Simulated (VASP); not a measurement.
# Al (P2_1/m) in VASP: further runs, part 2 of 2

VASP 6.6.1. Earlier steps stand in the parts before.

**3. Single point, PBEsol (strain +0.1312 x Voigt [0, 0, 0, 0, 0, 1])**

File INCAR:

```
SYSTEM = Al
PREC     = Accurate       ! precision mode
ENCUT    = 520            ! plane-wave cutoff, eV
EDIFF    = 1E-6           ! SCF threshold, eV
ISMEAR   = 0              ! smearing method
SIGMA    = 0.15           ! smearing width, eV
LREAL    = .False.        ! projectors in reciprocal space
LASPH    = .True.         ! aspherical terms in the spheres
NELM     = 100            ! most SCF steps
ALGO     = Fast           ! electronic algorithm
ISIF     = 2              ! what is computed and relaxed
LWAVE    = .False.        ! write WAVECAR
LCHARG   = .False.        ! write CHGCAR
GGA      = PS             ! functional
NBANDS   = 10             ! bands
```

File KPOINTS:

```
regular mesh
0
Gamma
  24 24 14
  0 0 0
```

File POSCAR:

```
Al
1.0
    2.8500694993      0.1869645591      0.0000000000
   -1.2631186918      2.3747503094      0.0000000000
    0.0000000000      0.0000000000      4.6373174459
Al
2
Direct
    0.6666666667      0.3333333333      0.7500000000
    0.3333333333      0.6666666667      0.2500000000
```

Potentials or basis: VASP PAW PBE potentials, release 64 (Al).

Run with:

```console
$ cat potpaw_PBE.64/Al/POTCAR > POTCAR
$ mpirun -np 1 vasp_std > vasp.out
```

OUTCAR:

```text
SYSTEM = Al
   PREC = Accurate
   ENCUT = 520
   EDIFF = 1E-6
   ISMEAR = 0
   LREAL = .False.
   LASPH = .True.
   NELM = 100
   ISIF = 2
   GGA = PS

 ion  position               nearest neighbor table
   1  0.667  0.333  0.750-   2 2.79   2 2.79   2 2.85   2 2.85   2 2.90   2 2.90
   2  0.333  0.667  0.250-   1 2.79   1 2.79   1 2.85   1 2.85   1 2.90   1 2.90

  Warning from LATTYP: Monoclinic adjustment (A1->A3, A2->A1, A3->A2)!
  LATTYP: Found a simple monoclinic cell.
 ALAT       =     2.6897784038
 B/A-ratio  =     1.7240518547
 C/A-ratio  =     1.0618701338
 COS(beta)  =    -0.4107996784

  Lattice vectors:

 A1 = (  -1.2631186918,   2.3747503094,   0.0000000000)
 A2 = (   0.0000000000,   0.0000000000,   4.6373174459)
 A3 = (   2.8500694993,   0.1869645591,   0.0000000000)

Analysis of symmetry for initial positions (statically):
=====================================================================
 Subroutine PRICEL returns:
 Original cell was already a primitive cell.

 Routine SETGRP: Setting up the symmetry group for a
 simple monoclinic supercell.

 Subroutine GETGRP returns: Found  4 space group operations
 (whereof  2 operations were pure point group operations)
 out of a pool of  4 trial point group operations.

The static configuration has the point symmetry S_2 .
 The point group associated with its full space group is C_2h.

Analysis of symmetry for dynamics (positions and initial velocities):
=====================================================================
 Subroutine PRICEL returns:
 Original cell was already a primitive cell.

 Routine SETGRP: Setting up the symmetry group for a
 simple monoclinic supercell.

 Subroutine GETGRP returns: Found  4 space group operations
 (whereof  2 operations were pure point group operations)
 out of a pool of  4 trial point group operations.

The dynamic configuration has the point symmetry S_2 .
 The point group associated with its full space group is C_2h.

 Subroutine INISYM returns: Found  4 space group operations
 (whereof  2 operations are pure point group operations),
 and found     1 'primitive' translations

[... 124 lines left out ...]
   LRPA    =     F    only Hartree local field effects (RPA)
 non-spin polarized calculation
 RMM-DIIS sequential band-by-band and
 Gauss-broadening in eV      SIGMA  =   0.15
  energy-cutoff  :      520.00
  volume of cell :       32.48
 maximum number of plane-waves:       896
 NGX is ok and might be reduce to    24
   NGX = 11   NGY =  9   NGZ = 17

 number of electron       6.0000000 magnetization

 Free energy of the ion-electron system (eV)
  ---------------------------------------------------
  ext. energy  EPLUGINS =         0.00000000
  ---------------------------------------------------
  free energy    TOTEN  =        -8.06813033 eV

  energy without entropy =       -8.05829129  energy(sigma->0) =       -8.06321081

 E-fermi :   8.0912     XC(G=0): -10.3116

 val. band max:        8.0906720601   @ k =  -0.1250   0.0417   0.2857
 cond. band min:       8.0924558360   @ k =  -0.3750   0.2917   0.1429
 fundamental gap:      0.0017837759
 Fermi energy:         8.0911910284

 k-point     1 :       0.0000    0.0000    0.0000
  band No.  band energies     occupation
      1      -3.1327      2.00000
      2       3.4603      2.00000
      3       3.7258      2.00000
      4      16.9475      0.00000
      5      17.2289      0.00000
      6      19.5397      0.00000
      7      20.4451      0.00000
      8      21.1386      0.00000
      9      22.3800      0.00000
     10      22.4252      0.00000
[... 287 lines left out ...]
 k-point    24 :       0.4167    0.0417    0.0000
  band No.  band energies     occupation
      1       0.9496      2.00000
      2       3.7249      2.00000
      3       7.2270      2.00000
      4       7.7586      1.99828
      5      10.1624      0.00000
      6      10.3282      0.00000
      7      15.0261      0.00000
      8      18.5229      0.00000
      9      20.7943      0.00000
     10      20.9422      0.00000

 [... further k-points ...]

------------------------ aborting loop because EDIFF is reached ----------------------------------------

  FORCE on cell =-STRESS in cart. coord.  units (eV):
  Direction    XX          YY          ZZ          XY          YZ          ZX
  --------------------------------------------------------------------------------------
  -------------------------------------------------------------------------------------
  Total        0.1457455      0.5322369      0.2343192     -0.8334731      0.0000000      0.0000000
  in kB        7.1890324     26.2530720     11.5580073    -41.1118239      0.0000000      0.0000000
  external PRESSURE =      15.0000373 kB  Pullay stress =       0.0000000 kB

 VOLUME and BASIS-vectors are now :
 -----------------------------------------------------------------------------
  energy-cutoff  :      520.00
  volume of cell :       32.48
      direct lattice vectors                 reciprocal lattice vectors
     2.850069499  0.186964559  0.000000000     0.339038782  0.180333158  0.000000000
    -1.263118692  2.374750309  0.000000000    -0.026692590  0.406899238  0.000000000
     0.000000000  0.000000000  4.637317446     0.000000000  0.000000000  0.215641912

 POSITION                                       TOTAL-FORCE (eV/Angst)
 -----------------------------------------------------------------------------------
      1.47901      0.91623      3.47799         0.052493     -0.018619      0.000000
      0.10794      1.64549      1.15933        -0.052493      0.018619     -0.000000
 -----------------------------------------------------------------------------------
    total drift:                                0.000000     -0.000000      0.000000

  FREE ENERGIE OF THE ION-ELECTRON SYSTEM (eV)
  ---------------------------------------------------
  free  energy   TOTEN  =        -8.0681303315 eV

  energy  without entropy=       -8.0582912900  energy(sigma->0) =       -8.06321081
```

OSZICAR:

```text
N       E                     dE             d eps       ncg     rms          rms(c)
DAV:   1    -0.621070037694E+00   -0.62107E+00   -0.23426E+03 46416   0.475E+02
DAV:   2    -0.796541355642E+01   -0.73443E+01   -0.70705E+01 60924   0.547E+01
DAV:   3    -0.812744541926E+01   -0.16203E+00   -0.16037E+00 60420   0.654E+00
DAV:   4    -0.812812874625E+01   -0.68333E-03   -0.68324E-03 55418   0.472E-01
DAV:   5    -0.812813417559E+01   -0.54293E-05   -0.54292E-05 55850   0.429E-02    0.201E+00
RMM:   6    -0.809193616060E+01    0.36198E-01   -0.35102E-03 46855   0.306E-01    0.116E+00
RMM:   7    -0.806821429423E+01    0.23722E-01   -0.93661E-03 48653   0.494E-01    0.161E-01
RMM:   8    -0.806812584326E+01    0.88451E-04   -0.48924E-04 50822   0.142E-01    0.274E-02
RMM:   9    -0.806813308134E+01   -0.72381E-05   -0.79014E-05 53518   0.634E-02    0.303E-02
RMM:  10    -0.806813361444E+01   -0.53310E-06   -0.12722E-05 53993   0.229E-02    0.137E-02
RMM:  11    -0.806813039447E+01    0.32200E-05   -0.32969E-06 52817   0.110E-02    0.125E-02
RMM:  12    -0.806813033146E+01    0.63008E-07   -0.62113E-07 38248   0.562E-03
   1 F= -.80681303E+01 E0= -.80632108E+01  d E =-.983904E-02
```

Run time: 3.2 min. Hardware: 1 thread of Intel Xeon 6975P-C (Granite Rapids), shared host; peak memory 0.65 GiB.

Results:

```yaml
Free_energy: -8.0681 eV
Pressure: 1.5 GPa
Largest_force: 0.056 eV/Å
Band_gap_on_the_k_mesh: zero (bands 3 and 4 overlap by 8.37 eV)
```

Forces in eV/Å, atoms in the order of the input:
```
Al   0.052 -0.019  0.000
Al  -0.052  0.019  0.000
```

Levels at points of the mesh, in eV from the Fermi level:
```csv
k point,band 1,band 2,band 3,band 4,band 5,band 6
"(0.00, 0.00, 0.00)",-11.22,-4.63,-4.37,8.86,9.14,11.45
"(0.50, 0.00, 0.00)",-6.12,-5.62,-0.14,0.70,1.02,1.11
"(0.00, 0.50, 0.00)",-5.29,-5.15,0.68,1.19,1.53,1.91
"(0.50, 0.50, 0.00)",-4.65,-4.50,1.48,1.78,1.95,2.64
"(0.00, 0.00, 0.50)",-9.51,-9.51,3.51,3.51,10.20,10.20
"(0.50, 0.00, 0.50)",-4.51,-4.51,-3.91,-3.91,7.91,7.91
"(0.00, 0.50, 0.50)",-3.93,-3.93,-3.16,-3.16,7.20,7.20
"(0.50, 0.50, 0.50)",-3.41,-3.41,-2.34,-2.34,5.23,5.23
```

Caveat: the cell differs from its parent crystal (strain +0.1312 x Voigt [0, 0, 0, 0, 0, 1]); the PAW data sets were made with another functional, which shifts forces and pressure a little.
